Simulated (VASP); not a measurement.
# Nb16H (a cell with a defect) in VASP: further runs, part 2 of 2

VASP 6.6.1. The steps go on from the part before.

## Step 3: Single point, PBE+D3(BJ)

INCAR

```
SYSTEM = Nb16H
PREC = Accurate
ENCUT = 520
EDIFF = 1E-6
ISMEAR = -1
SIGMA = 0.15
LREAL = Auto
LASPH = .TRUE.
NELM = 100
ALGO = Normal
ISIF = 2
LWAVE = .FALSE.
LCHARG = .FALSE.
GGA = PE
IVDW = 12
NBANDS = 118
```

KPOINTS

```
regular mesh
0
G
  3 3 3
  0 0 0
```

POSCAR

```
Nb16H
1.0
    6.6000000000      0.0000000000      0.0000000000
    0.0000000000      6.6000000000      0.0000000000
    0.0000000000      0.0000000000      6.6000000000
Nb H
16 1
Direct
    0.0009553030     -0.0000969697      0.0003487879
    0.4989087879     -0.0000900000      0.0003501515
    0.0069512121      0.5059546970      0.0003616667
    0.0000309091     -0.0021042424      0.5003907576
    0.2499392424      0.2518228788      0.2500063636
    0.4928960606      0.5059812121      0.0003686364
    0.4998484848     -0.0021034848      0.5003922727
    0.7499275758      0.2441654545      0.2574106061
   -0.0004131818      0.4983039394      0.5003156061
    0.2499250000      0.7522836364      0.2504251515
    0.2499427273      0.2519093939      0.7507169697
    0.5002775758      0.4983200000      0.5003192424
    0.7499331818      0.7502406061      0.2513842424
    0.7499345455      0.2442825758      0.7433801515
    0.2499265152      0.7522907576      0.7502137879
    0.7499345455      0.7502680303      0.7493383333
    0.7499146970      0.3751010606      0.0004353030
```

Potentials or basis: VASP PAW PBE potentials, release 64 (Nb_sv, H).

Run with:

```bash
> cat potpaw_PBE.64/Nb_sv/POTCAR potpaw_PBE.64/H/POTCAR > POTCAR
> mpirun -np 1 vasp_std > vasp.out
```

OUTCAR:

```text
SYSTEM = Nb16H
   PREC = Accurate
   ENCUT = 520
   EDIFF = 1E-6
   ISMEAR = -1
   LREAL = Auto
   LASPH = .TRUE.
   NELM = 100
   ISIF = 2
   GGA = PE
   IVDW = 12
 IVDW          = 12

 ion  position               nearest neighbor table
   1  0.001  1.000  0.000-  10 2.85  15 2.85   5 2.86  11 2.86  16 2.86  13 2.86   8 2.87  14 2.87

   2  0.499  1.000  0.000-  10 2.85  15 2.85   5 2.86  11 2.86  16 2.86  13 2.86   8 2.87  14 2.87

   3  0.007  0.506  0.000-  17 1.90  10 2.82  15 2.82  11 2.85   5 2.85  13 2.87  16 2.87  14 2.96
                             8 2.96
   4  0.000  0.998  0.500-   8 2.82  14 2.82  15 2.84  10 2.84  16 2.85  13 2.85   5 2.87  11 2.87
[... 19 lines left out ...]
  14  0.750  0.244  0.743-  17 1.90   7 2.82   4 2.82   9 2.85  12 2.85   2 2.87   1 2.87   3 2.96
                             6 2.96
  15  0.250  0.752  0.750-   6 2.82   3 2.82   4 2.84   7 2.84   1 2.85   2 2.85  12 2.87   9 2.87

  16  0.750  0.750  0.749-   7 2.85   4 2.85  12 2.86   9 2.86   1 2.86   2 2.86   3 2.87   6 2.87

  17  0.750  0.375  0.000-   8 1.90   6 1.90   3 1.90  14 1.90

  LATTYP: Found a simple cubic cell.
 ALAT       =     6.6000000000

  Lattice vectors:

 A1 = (   6.6000000000,   0.0000000000,   0.0000000000)
 A2 = (   0.0000000000,   6.6000000000,   0.0000000000)
 A3 = (   0.0000000000,   0.0000000000,   6.6000000000)

Analysis of symmetry for initial positions (statically):
=====================================================================
 Subroutine PRICEL returns:
 Original cell was already a primitive cell.

 Routine SETGRP: Setting up the symmetry group for a
 simple cubic supercell.

 Subroutine GETGRP returns: Found  1 space group operations
 (whereof  1 operations were pure point group operations)
 out of a pool of 48 trial point group operations.

The static configuration has the point symmetry C_1 .

Analysis of symmetry for dynamics (positions and initial velocities):
=====================================================================
 Subroutine PRICEL returns:
 Original cell was already a primitive cell.

 Routine SETGRP: Setting up the symmetry group for a
 simple cubic supercell.

 Subroutine GETGRP returns: Found  1 space group operations
 (whereof  1 operations were pure point group operations)
 out of a pool of 48 trial point group operations.

The dynamic configuration has the point symmetry C_1 .

 Subroutine INISYM returns: Found  1 space group operations
 (whereof  1 operations are pure point group operations),
 and found     1 'primitive' translations

----------------------------------------------------------------------------------------

                                     Primitive cell

  volume of cell :     287.4960

  direct lattice vectors                    reciprocal lattice vectors
     6.600000000  0.000000000  0.000000000     0.151515152  0.000000000  0.000000000
     0.000000000  6.600000000  0.000000000     0.000000000  0.151515152  0.000000000
     0.000000000  0.000000000  6.600000000     0.000000000  0.000000000  0.151515152

  length of vectors
     6.600000000  6.600000000  6.600000000     0.151515152  0.151515152  0.151515152

  position of ions in fractional coordinates (direct lattice)
     0.000955303  0.999903030  0.000348788
[... 75 lines left out ...]
  0.333333  0.333333  0.333333      2.000000
 -0.333333  0.333333  0.333333      2.000000
 -0.333333 -0.333333  0.333333      2.000000
  0.333333 -0.333333  0.333333      2.000000
   k-points           NKPTS =     14   k-points in BZ     NKDIM =     14   number of bands    NBANDS=    118
   number of dos      NEDOS =    301   number of ions     NIONS =     17
   total plane-waves  NPLWV = 125000
   dimension x,y,z NGX =    50 NGY =   50 NGZ =   50
   dimension x,y,z NGXF=   100 NGYF=  100 NGZF=  100
   ions per type =              16   1
   NGX,Y,Z   is equivalent  to a cutoff of  12.59, 12.59, 12.59 a.u.
   NGXF,Y,Z  is equivalent  to a cutoff of  25.19, 25.19, 25.19 a.u.
 SYSTEM =  Nb16H
   PREC   = accura    normal or accurate (medium, high low for compatibility)
   ISTART =      0    job   : 0-new  1-cont  2-samecut
   ICHARG =      2    charge: 1-file 2-atom 10-const
   ISPIN  =      1    spin polarized calculation?
   LNONCOLLINEAR =      F non collinear calculations
   LSORBIT =      F    spin-orbit coupling
   LASPH  =      T    aspherical Exc in radial PAW
   ENCUT  =  520.0 eV  38.22 Ry    6.18 a.u.  12.27 12.27 12.27*2*pi/ulx,y,z
   NELM   =    100;   NELMIN=  2; NELMDL= -5     # of ELM steps
   EDIFF  = 0.1E-05   stopping-criterion for ELM
   LREAL  =      T    real-space projection
   EDIFFG = 0.1E-04   stopping-criterion for IOM
   NSW    =      0    number of steps for IOM
   IBRION =     -1    ionic relax: 0-MD 1-quasi-New 2-CG
   NFREE  =      0    steps in history (QN), initial steepest desc. (CG)
   ISIF   =      2    stress and relaxation
   ISYM   =      2    0-nonsym 1-usesym 2-fastsym
   POTIM  = 0.5000    time-step for ionic-motion
   TEBEG  =    0.0;   TEEND  =   0.0 temperature during run
   PSTRESS=    0.0 pullay stress
   NELECT =     209.0000    total number of electrons
   NUPDOWN=      -1.0000    fix difference up-down
   EMIN   =  10.00;   EMAX   =-10.00  energy-range for DOS
   EFERMI =   0.00;   METHOD = LEGACY
   ISMEAR =    -1;   SIGMA  =   0.15  broadening in eV -4-tet -1-fermi 0-gaus
   EFERMI_NEDOS =   21; number of points for ismear=-14 and -15
   IALGO  =     38    algorithm
   IMIX   =      4    mixing-type and parameters
     AMIX     =   0.40;   BMIX     =  1.00
     AMIX_MAG =   1.60;   BMIX_MAG =  1.00
  volume/ion in A,a.u.               =      16.91       114.12
  Fermi-wavevector in a.u.,A,eV,Ry     =   1.472018  2.781710 29.481589  2.166836
  Thomas-Fermi vector in A             =   2.587083
   LORBIT       =      0    0 simple, 1 ext, 2 COOP (PROOUT), +10 PAW based schemes
   GGA     = PE    functional components
   LHFCALC =     F    Hartree Fock is set to
   AEXX    =    0.0000 exact exchange contribution
   IVDW    =    12    specifies the selected vdW correction
   LEPSILON=     F    determine dielectric tensor
   LRPA    =     F    only Hartree local field effects (RPA)
 non-spin polarized calculation
  energy-cutoff  :      520.00
  volume of cell :      287.50
 maximum number of plane-waves:      7809
 NGX is ok and might be reduce to    50
   NGX = 25   NGY = 25   NGZ = 25

 number of electron     209.0000021 magnetization

 Free energy of the ion-electron system (eV)
  ---------------------------------------------------
  ext. energy  EPLUGINS =         0.00000000
  ---------------------------------------------------
  free energy    TOTEN  =      -168.06291702 eV

  energy without entropy =     -166.72155779  energy(sigma->0) =     -167.39223740

 E-fermi :  11.3212     XC(G=0): -12.5441

 val. band max:       11.2837350791   @ k =   0.3333   0.0000   0.3333
 cond. band min:      11.4108925948   @ k =   0.0000  -0.3333   0.3333
 fundamental gap:      0.1271575157
 Fermi energy:        11.3212172585

 k-point     1 :       0.0000    0.0000    0.0000
  band No.  band energies     occupation
      1     -43.0883      2.00000
      2     -42.8989      2.00000
      3     -42.8833      2.00000
      4     -42.8832      2.00000
      5     -42.8674      2.00000
      6     -42.8604      2.00000
[... 1655 lines left out ...]
    115      13.6694      0.00000
    116      13.6938      0.00000
 [bands above 116 left out]

------------------------ aborting loop because EDIFF is reached ----------------------------------------

 Edisp (eV)  -12.01381

 E8    (eV) :    -5.8008

  FORCE on cell =-STRESS in cart. coord.  units (eV):
  Direction    XX          YY          ZZ          XY          YZ          ZX
  --------------------------------------------------------------------------------------
  -------------------------------------------------------------------------------------
  Total      -6.78952    -7.10742    -6.78905     0.00022    -0.00107     0.00042
  in kB     -37.83710   -39.60874   -37.83449     0.00123    -0.00598     0.00232
  external pressure =      -38.43 kB  Pullay stress =        0.00 kB

 VOLUME and BASIS-vectors are now :
 -----------------------------------------------------------------------------
  energy-cutoff  :      520.00
  volume of cell :      287.50
      direct lattice vectors                 reciprocal lattice vectors
     6.600000000  0.000000000  0.000000000     0.151515152  0.000000000  0.000000000
     0.000000000  6.600000000  0.000000000     0.000000000  0.151515152  0.000000000
     0.000000000  0.000000000  6.600000000     0.000000000  0.000000000  0.151515152

 POSITION                                       TOTAL-FORCE (eV/Angst)
 -----------------------------------------------------------------------------------
      0.00630      6.59936      0.00230        -0.006903     -0.004282      0.000350
      3.29280      6.59941      0.00231         0.006529     -0.004531      0.000427
      0.04588      3.33930      0.00239         0.011586     -0.011270     -0.000212
      0.00020      6.58611      3.30258        -0.002411     -0.001298     -0.001175
      1.64960      1.66203      1.65004        -0.000496     -0.012908      0.002846
      3.25311      3.33948      0.00243        -0.010976     -0.012440     -0.000788
[... 9 lines left out ...]
      4.94957      4.95177      4.94563        -0.000121      0.005538      0.006891
      4.94944      2.47567      0.00287         0.000078      0.000593     -0.000275
 -----------------------------------------------------------------------------------
    total drift:                               -0.000534     -0.009513     -0.000765

  FREE ENERGIE OF THE ION-ELECTRON SYSTEM (eV)
  ---------------------------------------------------
  free  energy   TOTEN  =      -180.0767304850 eV

  energy  without entropy=     -178.7353712481  energy(sigma->0) =     -179.40605087
```

Wall time 9.7 min (1 thread of Intel Xeon 6975P-C (Granite Rapids), shared host); peak memory 0.52 GiB.

What came out:

```
Free energy                : -180.0767 eV
Pressure                   : -3.8 GPa
Largest force              : 0.018 eV/Å
Band gap on the k mesh     : zero (an odd number of electrons rules out a gap without spin polarisation)
Dispersion energy per atom : -0.707 eV
```

Forces on the atoms (eV/Å):
```
Nb  -0.007 -0.004  0.000
Nb   0.007 -0.005  0.000
Nb   0.012 -0.011  0.000
Nb  -0.002 -0.001 -0.001
Nb   0.000 -0.013  0.003
Nb  -0.011 -0.012 -0.001
Nb   0.002 -0.001 -0.001
Nb   0.000  0.014  0.011
Nb   0.003  0.013  0.002
Nb   0.000  0.000 -0.001
Nb   0.000 -0.016 -0.004
Nb  -0.003  0.013  0.002
Nb   0.000  0.007 -0.007
Nb   0.000  0.009 -0.013
Nb   0.000  0.000  0.004
Nb   0.000  0.006  0.007
H    0.000  0.001  0.000
```

Levels at points of the mesh, in eV from the Fermi level:
| k point | band 100 | band 101 | band 102 | band 103 | band 104 | band 105 | band 106 | band 107 | band 108 | band 109 |
| --- | --- | --- | --- | --- | --- | --- | --- | --- | --- | --- |
| (0.00, 0.00, 0.00) | 0.29 | 0.59 | 0.79 | 0.83 | 0.83 | 0.85 | 0.85 | 0.88 | 0.91 | 0.91 |

The gap in the log of VASP goes by the Fermi energy; the results here count the filled bands.